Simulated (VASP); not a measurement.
# Zr (P6_3/mmc) in VASP: a series of runs

The runs below take Zr through single point, with PBE.

Everything below comes from runs of VASP 6.6.1. Logs are shortened: lines on timing, memory, paths and dates and some standing lists are left out, and cuts for length are marked.

**1. The cell of the first run**

Symmetry: P6_3/mmc, No. 194, hexagonal system. The conventional cell has a = 3.135 Å, b = 3.135 Å, c = 4.993 Å, α = 90.00°, β = 90.00°, γ = 120.00°. Within 4.1 Å of Zr (site symmetry -6m2) lie 12 Zr at 3.08 to 3.14 Å.

**2. Single point, PBE (strain -0.030 along x and y, -0.030 along z)**

File INCAR:

```
PREC     = Accurate       # precision mode
ENCUT    = 520            # plane-wave cutoff, eV
EDIFF    = 1E-6           # SCF threshold, eV
ISMEAR   = 0              # smearing method
SIGMA    = 0.15           # smearing width, eV
LREAL    = F              # projectors in reciprocal space
LASPH    = T              # aspherical terms in the spheres
NELM     = 60             # most SCF steps
ALGO     = Fast           # electronic algorithm
ISIF     = 2              # what is computed and relaxed
LWAVE    = F              # write WAVECAR
LCHARG   = F              # write CHGCAR
GGA      = PE             # functional
NBANDS   = 19             # bands
```

File KPOINTS:

```
regular mesh
0
Gamma
  18 18 10
```

File POSCAR:

```
Zr
1.0
    3.1350382758      0.0000000000      0.0000000000
   -1.5675191379      2.7150227887      0.0000000000
    0.0000000000      0.0000000000      4.9925900000
Zr
2
Direct
    0.3333333333      0.6666666667      0.2500000000
    0.6666666667      0.3333333333      0.7500000000
```

Potentials or basis: VASP PAW PBE potentials, release 64 (Zr_sv).

Started as:

```sh
> cat potpaw_PBE.64/Zr_sv/POTCAR > POTCAR
> mpirun -np 1 vasp_std > vasp.out
```

OUTCAR:

```text
PREC = Accurate
   ENCUT = 520
   EDIFF = 1E-6
   ISMEAR = 0
   LREAL = F
   LASPH = T
   NELM = 60
   ISIF = 2
   GGA = PE

 ion  position               nearest neighbor table
   1  0.333  0.667  0.250-   2 3.08   2 3.08   2 3.08   2 3.08   2 3.08   2 3.08
   2  0.667  0.333  0.750-   1 3.08   1 3.08   1 3.08   1 3.08   1 3.08   1 3.08

  LATTYP: Found a hexagonal cell.
 ALAT       =     3.1350382758
 C/A-ratio  =     1.5925132521

  Lattice vectors:

 A1 = (   3.1350382758,   0.0000000000,   0.0000000000)
 A2 = (  -1.5675191379,   2.7150227887,   0.0000000000)
 A3 = (   0.0000000000,   0.0000000000,   4.9925900000)

Analysis of symmetry for initial positions (statically):
=====================================================================
 Subroutine PRICEL returns:
 Original cell was already a primitive cell.

 Routine SETGRP: Setting up the symmetry group for a
 hexagonal supercell.

 Subroutine GETGRP returns: Found 24 space group operations
 (whereof 12 operations were pure point group operations)
 out of a pool of 24 trial point group operations.

The static configuration has the point symmetry D_3d.
 The point group associated with its full space group is D_6h.

Analysis of symmetry for dynamics (positions and initial velocities):
=====================================================================
 Subroutine PRICEL returns:
 Original cell was already a primitive cell.

 Routine SETGRP: Setting up the symmetry group for a
 hexagonal supercell.

 Subroutine GETGRP returns: Found 24 space group operations
 (whereof 12 operations were pure point group operations)
 out of a pool of 24 trial point group operations.

The dynamic configuration has the point symmetry D_3d.
 The point group associated with its full space group is D_6h.

 Subroutine INISYM returns: Found 24 space group operations
 (whereof 12 operations are pure point group operations),
 and found     1 'primitive' translations

----------------------------------------------------------------------------------------

                                     Primitive cell

  volume of cell :      42.4954

  direct lattice vectors                    reciprocal lattice vectors
     3.135038276  0.000000000  0.000000000     0.318975372  0.184160517  0.000000000
    -1.567519138  2.715022789  0.000000000     0.000000000  0.368321034  0.000000000
     0.000000000  0.000000000  4.992590000     0.000000000  0.000000000  0.200296840

  length of vectors
     3.135038276  3.135038276  4.992590000     0.368321034  0.368321034  0.200296840

  position of ions in fractional coordinates (direct lattice)
     0.333333333  0.666666667  0.250000000
     0.666666667  0.333333333  0.750000000

  ion indices of the primitive-cell ions
   primitive index   ion index
                 1           1
                 2           2

----------------------------------------------------------------------------------------

 KPOINTS: regular mesh

Automatic generation of k-mesh.
 Grid dimensions read from file:
 generate k-points for:   18   18   10

 Generating k-lattice:

  Cartesian coordinates                     Fractional coordinates (reciprocal lattice)
     0.017720854  0.010231140  0.000000000     0.055555556  0.000000000  0.000000000
     0.000000000  0.020462280  0.000000000     0.000000000  0.055555556  0.000000000
     0.000000000  0.000000000  0.020029684     0.000000000  0.000000000  0.100000000

  Length of vectors
     0.020462280  0.020462280  0.020029684

  Shift w.r.t. Gamma in fractional coordinates (k-lattice)
     0.000000000  0.000000000  0.000000000

 Subroutine IBZKPT returns following result:
 ===========================================

 Found    222 irreducible k-points:

 Following reciprocal coordinates:
            Coordinates               Weight
  0.000000  0.000000  0.000000      1.000000
  0.055556  0.000000  0.000000      6.000000
  0.111111  0.000000  0.000000      6.000000
  0.166667 -0.000000  0.000000      6.000000
  0.222222  0.000000  0.000000      6.000000
  0.277778  0.000000  0.000000      6.000000
[... 16 lines left out ...]
  0.333333  0.111111  0.000000     12.000000
  0.388889  0.111111  0.000000     12.000000
 [... further k-points ...]
   k-points           NKPTS =    222   k-points in BZ     NKDIM =    222   number of bands    NBANDS=     19
   number of dos      NEDOS =    301   number of ions     NIONS =      2
   total plane-waves  NPLWV =  23040
   dimension x,y,z NGX =    24 NGY =   24 NGZ =   40
   dimension x,y,z NGXF=    48 NGYF=   48 NGZF=   80
   ions per type =               2
   NGX,Y,Z   is equivalent  to a cutoff of  12.73, 12.73, 13.32 a.u.
   NGXF,Y,Z  is equivalent  to a cutoff of  25.45, 25.45, 26.64 a.u.
 SYSTEM =  unknown system
   PREC   = accura    normal or accurate (medium, high low for compatibility)
   ISTART =      0    job   : 0-new  1-cont  2-samecut
   ICHARG =      2    charge: 1-file 2-atom 10-const
   ISPIN  =      1    spin polarized calculation?
   LNONCOLLINEAR =      F non collinear calculations
   LSORBIT =      F    spin-orbit coupling
   LASPH  =      T    aspherical Exc in radial PAW
   ENCUT  =  520.0 eV  38.22 Ry    6.18 a.u.   5.83  5.83  9.28*2*pi/ulx,y,z
   NELM   =     60;   NELMIN=  2; NELMDL= -5     # of ELM steps
   EDIFF  = 0.1E-05   stopping-criterion for ELM
   LREAL  =      F    real-space projection
[... 7 lines left out ...]
   TEBEG  =    0.0;   TEEND  =   0.0 temperature during run
   PSTRESS=    0.0 pullay stress
   NELECT =      24.0000    total number of electrons
   NUPDOWN=      -1.0000    fix difference up-down
   EMIN   =  10.00;   EMAX   =-10.00  energy-range for DOS
   EFERMI =   0.00;   METHOD = LEGACY
   ISMEAR =     0;   SIGMA  =   0.15  broadening in eV -4-tet -1-fermi 0-gaus
   EFERMI_NEDOS =   21; number of points for ismear=-14 and -15
   IALGO  =     68    algorithm
   IMIX   =      4    mixing-type and parameters
     AMIX     =   0.40;   BMIX     =  1.00
     AMIX_MAG =   1.60;   BMIX_MAG =  1.00
  volume/ion in A,a.u.               =      21.25       143.39
  Fermi-wavevector in a.u.,A,eV,Ry     =   1.353208  2.557192 24.914600  1.831171
  Thomas-Fermi vector in A             =   2.480482
   LORBIT       =      0    0 simple, 1 ext, 2 COOP (PROOUT), +10 PAW based schemes
   GGA     = PE    functional components
   LHFCALC =     F    Hartree Fock is set to
   AEXX    =    0.0000 exact exchange contribution
   IVDW    =     0    specifies the selected vdW correction
   LEPSILON=     F    determine dielectric tensor
   LRPA    =     F    only Hartree local field effects (RPA)
 non-spin polarized calculation
 RMM-DIIS sequential band-by-band and
 Gauss-broadening in eV      SIGMA  =   0.15
  energy-cutoff  :      520.00
  volume of cell :       42.50
 maximum number of plane-waves:      1166
 NGX is ok and might be reduce to    24
   NGX = 11   NGY = 11   NGZ = 19

 number of electron      24.0000000 magnetization

 Free energy of the ion-electron system (eV)
  ---------------------------------------------------
  ext. energy  EPLUGINS =         0.00000000
  ---------------------------------------------------
  free energy    TOTEN  =       -16.91740524 eV

  energy without entropy =      -16.89537487  energy(sigma->0) =      -16.90639006

 E-fermi :  10.0529     XC(G=0): -11.5041

 val. band max:       10.0417135069   @ k =   0.3333   0.1667   0.4000
 cond. band min:      10.0579997629   @ k =   0.5000   0.0000   0.0000
 fundamental gap:      0.0162862560
 Fermi energy:        10.0529380484

 k-point     1 :       0.0000    0.0000    0.0000
  band No.  band energies     occupation
      1     -38.6269      2.00000
      2     -38.4021      2.00000
      3     -17.3283      2.00000
      4     -16.1789      2.00000
      5     -16.1789      2.00000
      6     -15.9937      2.00000
[... 11 lines left out ...]
     18      12.3549      0.00000
     19      14.9234      0.00000

 k-point     2 :       0.0556    0.0000    0.0000
  band No.  band energies     occupation
      1     -38.6218      2.00000
      2     -38.3999      2.00000
      3     -17.3157      2.00000
      4     -16.2076      2.00000
      5     -16.1883      2.00000
      6     -16.0235      2.00000
[... 11 lines left out ...]
     18      12.2651      0.00000
     19      14.9947      0.00000

 k-point     3 :       0.1111    0.0000    0.0000
  band No.  band energies     occupation
      1     -38.6069      2.00000
      2     -38.3938      2.00000
      3     -17.2788      2.00000
      4     -16.2900      2.00000
      5     -16.2149      2.00000
      6     -16.1080      2.00000
[... 11 lines left out ...]
     18      12.0390      0.00000
     19      15.1684      0.00000

 k-point     4 :       0.1667   -0.0000    0.0000
  band No.  band energies     occupation
      1     -38.5835      2.00000
      2     -38.3848      2.00000
      3     -17.2197      2.00000
      4     -16.4160      2.00000
      5     -16.2542      2.00000
      6     -16.2338      2.00000
[... 11 lines left out ...]
     18      12.4455      0.00000
     19      15.3777      0.00000

 k-point     5 :       0.2222    0.0000    0.0000
  band No.  band energies     occupation
      1     -38.5540      2.00000
      2     -38.3746      2.00000
      3     -17.1419      2.00000
      4     -16.5698      2.00000
      5     -16.3826      2.00000
      6     -16.3006      2.00000
[... 11 lines left out ...]
     18      12.9892      0.00000
     19      15.5714      0.00000
[... 334 lines left out ...]
      2     -38.3623      2.00000
      3     -17.0207      2.00000
      4     -16.7256      2.00000
      5     -16.6094      2.00000
      6     -16.3472      2.00000
[... 11 lines left out ...]
     18      14.2103      0.00000
     19      15.5737      0.00000

 k-point    22 :       0.2778    0.1111    0.0000
  band No.  band energies     occupation
      1     -38.4787      2.00000
      2     -38.3563      2.00000
      3     -16.9247      2.00000
      4     -16.8668      2.00000
      5     -16.7055      2.00000
      6     -16.4158      2.00000
[... 11 lines left out ...]
     18      15.0310      0.00000
     19      15.6481      0.00000

 k-point    23 :       0.3333    0.1111    0.0000
  band No.  band energies     occupation
      1     -38.4501      2.00000
      2     -38.3539      2.00000
      3     -16.9809      2.00000
      4     -16.8307      2.00000
      5     -16.7823      2.00000
      6     -16.4710      2.00000
[... 11 lines left out ...]
     18      15.6960      0.00000
     19      15.8690      0.00000

 k-point    24 :       0.3889    0.1111    0.0000
  band No.  band energies     occupation
      1     -38.4289      2.00000
      2     -38.3548      2.00000
      3     -17.0546      2.00000
      4     -16.8323      2.00000
      5     -16.7544      2.00000
      6     -16.5064      2.00000
[... 11 lines left out ...]
     18      15.7216      0.00000
     19      16.6256      0.00000

 [... further k-points ...]

------------------------ aborting loop because EDIFF is reached ----------------------------------------

  FORCE on cell =-STRESS in cart. coord.  units (eV):
  Direction    XX          YY          ZZ          XY          YZ          ZX
  --------------------------------------------------------------------------------------
  -------------------------------------------------------------------------------------
  Total        2.6715277      2.6715277      3.0724874      0.0000000      0.0000000      0.0000000
  in kB      100.7228581    100.7228581    115.8399780      0.0000000      0.0000000      0.0000000
  external PRESSURE =     105.7618981 kB  Pullay stress =       0.0000000 kB

 VOLUME and BASIS-vectors are now :
 -----------------------------------------------------------------------------
  energy-cutoff  :      520.00
  volume of cell :       42.50
      direct lattice vectors                 reciprocal lattice vectors
     3.135038276  0.000000000  0.000000000     0.318975372  0.184160517  0.000000000
    -1.567519138  2.715022789  0.000000000     0.000000000  0.368321034  0.000000000
     0.000000000  0.000000000  4.992590000     0.000000000  0.000000000  0.200296840

 POSITION                                       TOTAL-FORCE (eV/Angst)
 -----------------------------------------------------------------------------------
     -0.00000      1.81002      1.24815         0.000000      0.000000      0.000000
      1.56752      0.90501      3.74444        -0.000000     -0.000000      0.000000
 -----------------------------------------------------------------------------------
    total drift:                               -0.000000      0.000000     -0.000000

  FREE ENERGIE OF THE ION-ELECTRON SYSTEM (eV)
  ---------------------------------------------------
  free  energy   TOTEN  =       -16.9174052379 eV

  energy  without entropy=      -16.8953748730  energy(sigma->0) =      -16.90639006
```

It took 2.7 min on 1 thread of Intel Xeon 6975P-C, shared host; peak memory 0.26 GiB.

What came out:

| Property | Result |
| --- | --- |
| Free energy | -16.9174 eV |
| Pressure | 10.6 GPa |
| Band gap on the k mesh | zero (band 12 reaches 11.01 eV, above the bottom of band 13 at 9.76 eV) |

Stress tensor (GPa, compression positive):
```
10.07  0.00  0.00
 0.00 10.07  0.00
 0.00  0.00 11.58
```

Caveat: the cell differs from its parent crystal (strain -0.030 along x and y, -0.030 along z).

**3. Single point, PBE (strain -0.030 along x and y, -0.015 along z)**

File INCAR:

```
SYSTEM = Zr
PREC = Accurate
ENCUT = 520
EDIFF = 1E-7
ISMEAR = 0
SIGMA = 0.15
LREAL = .FALSE.
LASPH = .TRUE.
NELM = 100
ALGO = Fast
ISIF = 2
LWAVE = .FALSE.
LCHARG = .FALSE.
GGA = PE
NBANDS = 19
```

File KPOINTS:

```
Automatic mesh
0
G
  18 18 10
  0 0 0
```

POSCAR: that of step 2 with these lines changed.

```diff
@@ -4,3 +4,3 @@
    -1.5675191379      2.7150227887      0.0000000000
-    0.0000000000      0.0000000000      4.9925900000
+    0.0000000000      0.0000000000      5.0697950000
 Zr
```

Potentials or basis: VASP PAW PBE potentials, release 64 (Zr_sv).

Started as:

```sh
> cat potpaw_PBE.64/Zr_sv/POTCAR > POTCAR
> mpirun -np 1 vasp_std > vasp.out
```

It took 3.8 min on 1 thread of Intel Xeon 6975P-C, shared host; peak memory 0.27 GiB.

It converged, with:

```yaml
Free_energy: -16.9585 eV
Pressure: 8.5 GPa
Band_gap_on_the_k_mesh: zero (band 12 reaches 10.85 eV, above the bottom of band 13 at 9.60 eV)
```

Stress tensor (GPa, compression positive):
```
8.62 0.00 0.00
0.00 8.62 0.00
0.00 0.00 8.38
```

Levels at points of the mesh, in eV from the Fermi level:
```csv
k point,band 9,band 10,band 11,band 12,band 13,band 14,band 15,band 16
"(0.00, 0.00, 0.00)",-5.77,-3.24,0.90,0.90,0.91,1.37,1.64,1.64
"(0.50, 0.00, 0.00)",-2.84,-2.61,-2.39,0.02,0.62,0.79,1.53,5.45
"(0.00, 0.00, 0.50)",-4.00,-4.00,-0.03,-0.03,0.83,0.83,0.83,0.83
"(0.50, 0.00, 0.50)",-3.10,-3.10,-1.24,-1.24,1.95,1.95,2.43,2.43
```

Caveat: the cell differs from its parent crystal (strain -0.030 along x and y, -0.015 along z).

**4. Single point, PBE (strain -0.030 along x and y, +0.000 along z)**

File INCAR:

```
SYSTEM = Zr
  ALGO = Fast
  EDIFF = 1E-6
  ENCUT = 520
  GGA = PE
  ISIF = 2
  ISMEAR = 0
  LASPH = .TRUE.
  LCHARG = .TRUE.
  LELF = .TRUE.
  LREAL = .FALSE.
  LVHAR = .TRUE.
  LWAVE = .FALSE.
  NBANDS = 19
  NELM = 60
  PREC = Accurate
  SIGMA = 0.15
```

File KPOINTS:

```
k-points
0
G
  18 18 10
  0 0 0
```

POSCAR: that of step 3 with these lines changed.

```diff
@@ -4,3 +4,3 @@
    -1.5675191379      2.7150227887      0.0000000000
-    0.0000000000      0.0000000000      5.0697950000
+    0.0000000000      0.0000000000      5.1470000000
 Zr
```

Started as:

```sh
> cat potpaw_PBE.64/Zr_sv/POTCAR > POTCAR
> mpirun -np 1 vasp_std > vasp.out
```

Wall time 3.3 min (1 thread of Intel Xeon 6975P-C, shared host); peak memory 0.27 GiB.

Results (log left out):

- Free energy: -16.9871 eV
- Pressure: 6.6 GPa
- Band gap on the k mesh: zero (band 12 reaches 10.67 eV, above the bottom of band 13 at 9.43 eV)

Stress tensor (GPa, compression positive):
```
7.24 0.00 0.00
0.00 7.24 0.00
0.00 0.00 5.46
```

Levels at points of the mesh, in eV from the Fermi level:
| k point | band 10 | band 11 | band 12 | band 13 | band 14 | band 15 |
| --- | --- | --- | --- | --- | --- | --- |
| (0.00, 0.00, 0.00) | -3.19 | 0.78 | 0.94 | 0.94 | 1.18 | 1.62 |
| (0.50, 0.00, 0.00) | -2.58 | -2.36 | 0.05 | 0.70 | 0.74 | 1.44 |
| (0.00, 0.00, 0.50) | -4.02 | -0.09 | -0.09 | 0.89 | 0.89 | 0.89 |
| (0.50, 0.00, 0.50) | -3.04 | -1.25 | -1.25 | 1.91 | 1.91 | 2.47 |

Caveat: the cell differs from its parent crystal (strain -0.030 along x and y, +0.000 along z).

[end of part 1 of 2]
